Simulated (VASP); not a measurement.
# Sn8O14F (a cell with a defect) in VASP: a series of runs

Runs on Sn8O14F (a cell with a defect). Level: PBE. Tasks: single point.

Program: VASP 6.6.1. These are calculated values, not measurements. Logs are shortened: lines on timing, memory, paths and dates and some standing lists are left out, and cuts for length are marked.

### 1 The cell of the first run

The cell holds a defect, 23 atoms: a = 6.701 Å, b = 6.701 Å, c = 6.373 Å, α = 90.00°, β = 90.00°, γ = 90.00°.

### 2 Single point, PBE

File INCAR:

```
PREC     = Accurate       # precision mode
ENCUT    = 520            # plane-wave cutoff, eV
EDIFF    = 1E-7           # SCF threshold, eV
ISMEAR   = 0              # smearing method
SIGMA    = 0.02           # smearing width, eV
LREAL    = Auto         
LASPH    = True           # aspherical terms in the spheres
NELM     = 60             # most SCF steps
ALGO     = Normal         # electronic algorithm
ISIF     = 2              # what is computed and relaxed
LWAVE    = False          # write WAVECAR
LCHARG   = False          # write CHGCAR
GGA      = PE             # functional
NBANDS   = 118            # bands
NELECT   = 202.0
```

File KPOINTS:

```
Automatic mesh
0
Gamma
  2 2 2
```

File POSCAR:

```
Sn8O14F
1.0
   -4.7380000000     -4.7380000000      0.0000000000
    4.7380000000     -4.7380000000      0.0000000000
    0.0000000000      0.0000000000      6.3730000000
Sn O F
8 14 1
Direct
    0.5054839595      0.5048309413      0.0055614310
    0.0223152174      0.4942073660      0.2512851091
    0.5067803926      0.5053513086      0.4968269261
   -0.0068720979      0.4924529337      0.7522904441
   -0.0378087801     -0.0120783031      0.0096232544
    0.3775312368      0.0076247362      0.2277707516
   -0.0183705150     -0.0044785775      0.5092408599
    0.5256626214      0.0067630857      0.7108898478
    0.2001096454      0.4904855424     -0.0116345520
    0.0377838751      0.1833151119      0.2476789581
    0.8122415576      0.5083994301      0.0151853130
    0.0435908611      0.8048652385      0.2537456457
    0.1995718658      0.4890117138      0.5142242272
   -0.0414143098      0.1853872942      0.7641457712
    0.8138020262      0.5012891515      0.4892722423
   -0.0144334107      0.8013873997      0.7600403264
    0.4804963065      0.7035410511      0.2509097756
    0.4894448079      0.3045191009      0.2509934097
    0.6888489869     -0.0024627480      0.4526157226
    0.5172433516      0.7043092022      0.7520522517
    0.2837280498      0.0114439637      0.5358397929
    0.5234494512      0.3071868932      0.7523673309
    0.6424583157      0.0011410933      0.0147880119
```

Potentials or basis: VASP PAW PBE potentials, release 64 (Sn_d, O, F).

Launch:

```sh
cat potpaw_PBE.64/Sn_d/POTCAR potpaw_PBE.64/O/POTCAR potpaw_PBE.64/F/POTCAR > POTCAR
mpirun -np 1 vasp_std > vasp.out
```

OUTCAR:

```text
PREC = Accurate
   ENCUT = 520
   EDIFF = 1E-7
   ISMEAR = 0
   LREAL = Auto
   LASPH = True
   NELM = 60
   ISIF = 2
   GGA = PE
   NELECT = 202.0

 ion  position               nearest neighbor table
   1  0.505  0.505  0.006-   9 2.05  11 2.06  17 2.06  18 2.06  22 2.09  20 2.10   3 3.13   3 3.24
                             2 3.60   4 3.65   6 3.72   6 3.75
   2  0.022  0.494  0.251-  13 2.05   9 2.06  11 2.06  15 2.06  10 2.09  12 2.09   4 3.19   4 3.20
                             1 3.60   3 3.60   5 3.67   7 3.73   5 3.75   7 3.75
   3  0.507  0.505  0.497-  15 2.06  17 2.06  13 2.06  18 2.07  22 2.10  20 2.10   1 3.13   1 3.24
                             2 3.60   8 3.61   8 3.63   4 3.64
   4  0.993  0.492  0.752-   9 2.05  13 2.05  15 2.06  11 2.07  16 2.07  14 2.07   2 3.19   2 3.20
                             3 3.64   1 3.65   7 3.67   5 3.71   7 3.71
   5  0.962  0.988  0.010-  16 2.03  14 2.05  12 2.05  10 2.07  23 2.14   6 3.11   7 3.19   7 3.19
                             8 3.49   2 3.67   4 3.71   2 3.75
   6  0.378  0.008  0.228-  21 2.06  18 2.13  17 2.16  23 2.24  19 2.53  10 2.57  12 2.62   5 3.11
                             7 3.20   8 3.23   8 3.44   1 3.72   1 3.75
   7  0.982  0.996  0.509-  19 1.99  21 2.03  16 2.06  14 2.07  12 2.11  10 2.12   5 3.19   5 3.19
                             6 3.20   8 3.32   4 3.67   4 3.71   2 3.73   2 3.75
   8  0.526  0.007  0.711-  21 1.97  19 1.98  22 2.03  20 2.04  23 2.09   6 3.23   7 3.32   6 3.44
                             5 3.49   3 3.61   3 3.63
   9  0.200  0.490  0.988-   4 2.05   1 2.05   2 2.06
  10  0.038  0.183  0.248-   5 2.07   2 2.09   7 2.12   6 2.57
  11  0.812  0.508  0.015-   1 2.06   2 2.06   4 2.07
  12  0.044  0.805  0.254-   5 2.05   2 2.09   7 2.11   6 2.62
  13  0.200  0.489  0.514-   4 2.05   2 2.05   3 2.06
  14  0.959  0.185  0.764-   5 2.05   7 2.07   4 2.07
  15  0.814  0.501  0.489-   3 2.06   2 2.06   4 2.06
  16  0.986  0.801  0.760-   5 2.03   7 2.06   4 2.07
  17  0.480  0.704  0.251-   1 2.06   3 2.06   6 2.16
  18  0.489  0.305  0.251-   1 2.06   3 2.07   6 2.13
  19  0.689  0.998  0.453-   8 1.98   7 1.99   6 2.53
  20  0.517  0.704  0.752-   8 2.04   1 2.10   3 2.10
  21  0.284  0.011  0.536-   8 1.97   7 2.03   6 2.06
  22  0.523  0.307  0.752-   8 2.03   1 2.09   3 2.10
  23  0.642  0.001  0.015-   8 2.09   5 2.14   6 2.24

  LATTYP: Found a simple tetragonal cell.
 ALAT       =     6.7005438585
 C/A-ratio  =     0.9511168249

  Lattice vectors:

 A1 = (  -4.7380000000,  -4.7380000000,   0.0000000000)
 A2 = (   4.7380000000,  -4.7380000000,   0.0000000000)
 A3 = (   0.0000000000,   0.0000000000,   6.3730000000)

Analysis of symmetry for initial positions (statically):
=====================================================================
 Subroutine PRICEL returns:
 Original cell was already a primitive cell.

 Routine SETGRP: Setting up the symmetry group for a
 simple tetragonal supercell.

 Subroutine GETGRP returns: Found  1 space group operations
 (whereof  1 operations were pure point group operations)
 out of a pool of 16 trial point group operations.

The static configuration has the point symmetry C_1 .

Analysis of symmetry for dynamics (positions and initial velocities):
=====================================================================
 Subroutine PRICEL returns:
 Original cell was already a primitive cell.

 Routine SETGRP: Setting up the symmetry group for a
 simple tetragonal supercell.

 Subroutine GETGRP returns: Found  1 space group operations
 (whereof  1 operations were pure point group operations)
 out of a pool of 16 trial point group operations.

The dynamic configuration has the point symmetry C_1 .

 Subroutine INISYM returns: Found  1 space group operations
 (whereof  1 operations are pure point group operations),
 and found     1 'primitive' translations

----------------------------------------------------------------------------------------

                                     Primitive cell

  volume of cell :     286.1304

  direct lattice vectors                    reciprocal lattice vectors
    -4.738000000 -4.738000000  0.000000000    -0.105529759 -0.105529759  0.000000000
     4.738000000 -4.738000000  0.000000000     0.105529759 -0.105529759  0.000000000
     0.000000000  0.000000000  6.373000000     0.000000000  0.000000000  0.156911972

  length of vectors
     6.700543859  6.700543859  6.373000000     0.149241617  0.149241617  0.156911972

  position of ions in fractional coordinates (direct lattice)
     0.505483959  0.504830941  0.005561431
     0.022315217  0.494207366  0.251285109
[... 56 lines left out ...]
 Generating k-lattice:

  Cartesian coordinates                     Fractional coordinates (reciprocal lattice)
    -0.052764880 -0.052764880  0.000000000     0.500000000  0.000000000  0.000000000
     0.052764880 -0.052764880  0.000000000     0.000000000  0.500000000  0.000000000
     0.000000000  0.000000000  0.078455986     0.000000000  0.000000000  0.500000000

  Length of vectors
     0.074620808  0.074620808  0.078455986

  Shift w.r.t. Gamma in fractional coordinates (k-lattice)
     0.000000000  0.000000000  0.000000000

 Subroutine IBZKPT returns following result:
 ===========================================

 Found      8 irreducible k-points:

 Following reciprocal coordinates:
            Coordinates               Weight
  0.000000  0.000000  0.000000      1.000000
  0.500000  0.000000  0.000000      1.000000
  0.000000  0.500000  0.000000      1.000000
  0.500000  0.500000  0.000000      1.000000
  0.000000  0.000000  0.500000      1.000000
  0.500000  0.000000  0.500000      1.000000
  0.000000  0.500000  0.500000      1.000000
  0.500000  0.500000  0.500000      1.000000
   k-points           NKPTS =      8   k-points in BZ     NKDIM =      8   number of bands    NBANDS=    118
   number of dos      NEDOS =    301   number of ions     NIONS =     23
   total plane-waves  NPLWV = 120000
   dimension x,y,z NGX =    50 NGY =   50 NGZ =   48
   dimension x,y,z NGXF=   100 NGYF=  100 NGZF=   96
   ions per type =               8  14   1
   NGX,Y,Z   is equivalent  to a cutoff of  12.41, 12.41, 12.52 a.u.
   NGXF,Y,Z  is equivalent  to a cutoff of  24.81, 24.81, 25.04 a.u.
 SYSTEM =  unknown system
   PREC   = accura    normal or accurate (medium, high low for compatibility)
   ISTART =      0    job   : 0-new  1-cont  2-samecut
   ICHARG =      2    charge: 1-file 2-atom 10-const
   ISPIN  =      1    spin polarized calculation?
   LNONCOLLINEAR =      F non collinear calculations
   LSORBIT =      F    spin-orbit coupling
   LASPH  =      T    aspherical Exc in radial PAW
   ENCUT  =  520.0 eV  38.22 Ry    6.18 a.u.  12.46 12.46 11.85*2*pi/ulx,y,z
   NELM   =     60;   NELMIN=  2; NELMDL= -5     # of ELM steps
   EDIFF  = 0.1E-06   stopping-criterion for ELM
   LREAL  =      T    real-space projection
   EDIFFG = 0.1E-05   stopping-criterion for IOM
   NSW    =      0    number of steps for IOM
   IBRION =     -1    ionic relax: 0-MD 1-quasi-New 2-CG
   NFREE  =      0    steps in history (QN), initial steepest desc. (CG)
   ISIF   =      2    stress and relaxation
   ISYM   =      2    0-nonsym 1-usesym 2-fastsym
   POTIM  = 0.5000    time-step for ionic-motion
   TEBEG  =    0.0;   TEEND  =   0.0 temperature during run
   PSTRESS=    0.0 pullay stress
   NELECT =     202.0000    total number of electrons
   NUPDOWN=      -1.0000    fix difference up-down
   EMIN   =  10.00;   EMAX   =-10.00  energy-range for DOS
   EFERMI =   0.00;   METHOD = LEGACY
   ISMEAR =     0;   SIGMA  =   0.02  broadening in eV -4-tet -1-fermi 0-gaus
   EFERMI_NEDOS =   21; number of points for ismear=-14 and -15
   IALGO  =     38    algorithm
   IMIX   =      4    mixing-type and parameters
     AMIX     =   0.40;   BMIX     =  1.00
     AMIX_MAG =   1.60;   BMIX_MAG =  1.00
  volume/ion in A,a.u.               =      12.44        83.95
  Fermi-wavevector in a.u.,A,eV,Ry     =   1.457708  2.754669 28.911201  2.124913
  Thomas-Fermi vector in A             =   2.574478
   LORBIT       =      0    0 simple, 1 ext, 2 COOP (PROOUT), +10 PAW based schemes
   GGA     = PE    functional components
   LHFCALC =     F    Hartree Fock is set to
   AEXX    =    0.0000 exact exchange contribution
   IVDW    =     0    specifies the selected vdW correction
   LEPSILON=     F    determine dielectric tensor
   LRPA    =     F    only Hartree local field effects (RPA)
 non-spin polarized calculation
 Gauss-broadening in eV      SIGMA  =   0.02
  energy-cutoff  :      520.00
  volume of cell :      286.13
 maximum number of plane-waves:      7760
 NGX is ok and might be reduce to    50
   NGX = 25   NGY = 25   NGZ = 23

 number of electron     201.9999968 magnetization

 Free energy of the ion-electron system (eV)
  ---------------------------------------------------
  ext. energy  EPLUGINS =         0.00000000
  ---------------------------------------------------
  free energy    TOTEN  =      -143.68997733 eV

  energy without entropy =     -143.68997733  energy(sigma->0) =     -143.68997733

 E-fermi :   7.6013     XC(G=0): -11.0778

 val. band max:        7.4951135394   @ k =   0.5000   0.5000   0.5000
 cond. band min:       8.0870314391   @ k =   0.5000   0.0000   0.0000
 fundamental gap:      0.5919178998
 Fermi energy:         7.6012652281

 k-point     1 :       0.0000    0.0000    0.0000
  band No.  band energies     occupation
      1     -18.5517      2.00000
      2     -15.3180      2.00000
      3     -15.2559      2.00000
      4     -14.9901      2.00000
      5     -14.8522      2.00000
      6     -14.8180      2.00000
[... 917 lines left out ...]
    112      13.4933      0.00000
    113      14.0986      0.00000
 [bands above 113 left out]

------------------------ aborting loop because EDIFF is reached ----------------------------------------

  FORCE on cell =-STRESS in cart. coord.  units (eV):
  Direction    XX          YY          ZZ          XY          YZ          ZX
  --------------------------------------------------------------------------------------
  -------------------------------------------------------------------------------------
  Total        5.8295506      5.6102053     10.4459294      3.6700659      0.8096313      0.5407757
  in kB       32.6423659     31.4141498     58.4916189     20.5504068      4.5335022      3.0280547
  external PRESSURE =      40.8493782 kB  Pullay stress =       0.0000000 kB

 VOLUME and BASIS-vectors are now :
 -----------------------------------------------------------------------------
  energy-cutoff  :      520.00
  volume of cell :      286.13
      direct lattice vectors                 reciprocal lattice vectors
    -4.738000000 -4.738000000  0.000000000    -0.105529759 -0.105529759  0.000000000
     4.738000000 -4.738000000  0.000000000     0.105529759 -0.105529759  0.000000000
     0.000000000  0.000000000  6.373000000     0.000000000  0.000000000  0.156911972

 POSITION                                       TOTAL-FORCE (eV/Angst)
 -----------------------------------------------------------------------------------
     -0.00309     -4.78687      0.03544         0.010667      0.030245      0.055925
      2.23583     -2.44728      1.60144         0.120985      0.130143      0.027065
     -0.00677     -4.79548      3.16628        -0.019194      0.024936     -0.008831
     -2.37220     -7.03868      4.79435         0.023024      0.014121      0.069978
      0.12191     -9.23963      0.06133        -0.659347     -0.920624     -0.044256
     -1.75262     -1.82487      1.45158        -0.128063     -0.091000     -0.781271
[... 15 lines left out ...]
     -1.02465     -3.93555      4.79484         0.038928      0.053105      0.064537
     -3.03856     -3.04937      0.09424        -1.463455     -1.308848     -0.079955
 -----------------------------------------------------------------------------------
    total drift:                                0.014340     -0.001742      0.013332

  FREE ENERGIE OF THE ION-ELECTRON SYSTEM (eV)
  ---------------------------------------------------
  free  energy   TOTEN  =      -143.6899773342 eV

  energy  without entropy=     -143.6899773342  energy(sigma->0) =     -143.68997733
```

It took 7.7 min on 1 thread of Intel Xeon Platinum 8259CL at 2.50GHz (Skylake/Cascade Lake), shared host; peak memory 0.43 GiB.

Results:

```
Free energy   : -143.6900 eV
Largest force : 1.965 eV/Å
```

Forces on the atoms (eV/Å):
```
Sn   0.011  0.030  0.056
Sn   0.121  0.130  0.027
Sn  -0.019  0.025 -0.009
Sn   0.023  0.014  0.070
Sn  -0.659 -0.921 -0.044
Sn  -0.128 -0.091 -0.781
Sn   0.109  0.075 -0.023
Sn   0.402  0.440  0.159
O    0.038  0.039  0.053
O    0.631  0.384  0.097
O    0.047  0.047 -0.053
O    0.385  0.564  0.028
O    0.066  0.029  0.018
O    0.050  0.126  0.194
O    0.028  0.040  0.170
O    0.225  0.123  0.171
O   -0.082 -0.030  0.030
O   -0.071 -0.087  0.019
O    0.092  0.100  0.270
O    0.044  0.064  0.068
O    0.111  0.155 -0.504
O    0.039  0.053  0.065
F   -1.463 -1.309 -0.080
```

Caveat: the k points lie up to 0.49 Å⁻¹ apart; the cell carries a net charge on a neutralising background, which shifts energy and pressure; the cell is charged against a uniform background, so pressure and absolute levels hang on convention; spin-orbit coupling is left out, which moves the levels of the heavy elements.

### 3 Single point, PBE

File INCAR:

```
PREC = Accurate
ENCUT = 520
EDIFF = 1E-7
ISMEAR = 0
SIGMA = 0.02
LREAL = Auto
LASPH = True
NELM = 100
ALGO = Normal
ISIF = 2
LWAVE = False
LCHARG = True
GGA = PE
LELF = True
LVHAR = True
NBANDS = 118
NELECT = 202.0
```

KPOINTS is that of step 2.

File POSCAR:

```
Sn8O14F
1.0
   -4.7380000000     -4.7380000000      0.0000000000
    4.7380000000     -4.7380000000      0.0000000000
    0.0000000000      0.0000000000      6.3730000000
Sn O F
8 14 1
Direct
    0.5022616083      0.5038230266     -0.0034759140
    0.0180014774      0.4954560996      0.2476932371
    0.5063248206      0.5033011819      0.4976905696
   -0.0058195441      0.4957836640      0.7494321356
   -0.0876857324     -0.0093446602      0.0107583556
    0.4502674124      0.0042268890      0.2745030598
    0.0056282187     -0.0028462431      0.5058208065
    0.5572206627      0.0043238708      0.7470117684
    0.1998973195      0.4931280076     -0.0114981955
    0.0360072816      0.1829589489      0.2415372666
    0.8082228789      0.5067313212      0.0113213557
    0.0398494090      0.8082056775      0.2452891888
    0.2012761714      0.4924357324      0.5074440609
   -0.0301960743      0.1893929928      0.7560000000
    0.8109304559      0.5016404601      0.4868186098
   -0.0124461798      0.8035489658      0.7558699200
    0.4869475517      0.7041581891      0.2452053978
    0.4950717602      0.3021338117      0.2445253413
    0.6995223723     -0.0017674124      0.4634404519
    0.5171550232      0.7005697552      0.7485463675
    0.3083527860      0.0080807303      0.5448052722
    0.5232038835      0.3071490080      0.7495477797
    0.3382425074      0.0040331363     -0.0168589361
```

Potentials or basis: VASP PAW PBE potentials, release 64 (Sn_d, O, F).

Launch:

```sh
cat potpaw_PBE.64/Sn_d/POTCAR potpaw_PBE.64/O/POTCAR potpaw_PBE.64/F/POTCAR > POTCAR
mpirun -np 1 vasp_std > vasp.out
```

Wall time 7.6 min (1 thread of Intel Xeon Platinum 8259CL at 2.50GHz (Skylake/Cascade Lake), shared host); peak memory 0.44 GiB.

The run converged. Its results:

```yaml
Free_energy: -144.7059 eV
Largest_force: 0.978 eV/Å
```

Forces on the atoms (eV/Å):
```
Sn  -0.019  0.004 -0.040
Sn   0.039  0.027 -0.024
Sn  -0.043 -0.006  0.013
Sn  -0.025 -0.056  0.012
Sn   0.005 -0.079 -0.026
Sn  -0.428 -0.360 -0.033
Sn  -0.086 -0.111 -0.028
Sn  -0.002  0.038  0.254
O   -0.013 -0.033  0.030
O    0.204  0.090 -0.018
O    0.009  0.014 -0.044
O    0.099  0.139 -0.043
O   -0.009 -0.042 -0.043
O   -0.068 -0.089  0.041
O    0.002  0.003  0.042
O    0.001 -0.032  0.031
O   -0.095 -0.054 -0.049
O   -0.069 -0.068 -0.050
O   -0.091 -0.080  0.216
O    0.005  0.022  0.015
O   -0.089 -0.051 -0.157
O   -0.014  0.035  0.010
F    0.686  0.687 -0.109
```

Levels at points of the mesh, in eV from the Fermi level:
| k point | band 98 | band 99 | band 100 | band 101 | band 102 | band 103 | band 104 | band 105 |
| --- | --- | --- | --- | --- | --- | --- | --- | --- |
| (0.00, 0.00, 0.00) | -1.40 | -1.32 | -1.27 | -0.80 | 1.54 | 2.43 | 2.92 | 3.90 |
| (0.50, 0.00, 0.00) | -1.48 | -1.10 | -1.04 | -0.57 | 1.49 | 2.43 | 3.20 | 4.32 |
| (0.00, 0.50, 0.00) | -1.43 | -1.36 | -1.20 | -0.31 | 2.32 | 2.76 | 2.99 | 3.72 |
| (0.50, 0.50, 0.00) | -1.35 | -1.22 | -1.13 | -0.47 | 2.26 | 3.31 | 3.43 | 3.76 |
| (0.00, 0.00, 0.50) | -1.29 | -1.16 | -1.10 | -0.49 | 1.38 | 2.48 | 3.54 | 3.91 |
| (0.50, 0.00, 0.50) | -1.17 | -1.11 | -0.97 | -0.49 | 1.75 | 2.33 | 3.72 | 4.13 |
| (0.00, 0.50, 0.50) | -1.31 | -1.22 | -1.18 | -0.30 | 2.24 | 3.21 | 3.64 | 3.68 |
| (0.50, 0.50, 0.50) | -1.42 | -1.32 | -1.28 | -0.18 | 2.35 | 2.96 | 4.42 | 4.55 |

Caveat: the k points lie up to 0.49 Å⁻¹ apart; the cell carries a net charge on a neutralising background, which shifts energy and pressure; the cell is charged against a uniform background, so pressure and absolute levels hang on convention; spin-orbit coupling is left out, which moves the levels of the heavy elements.
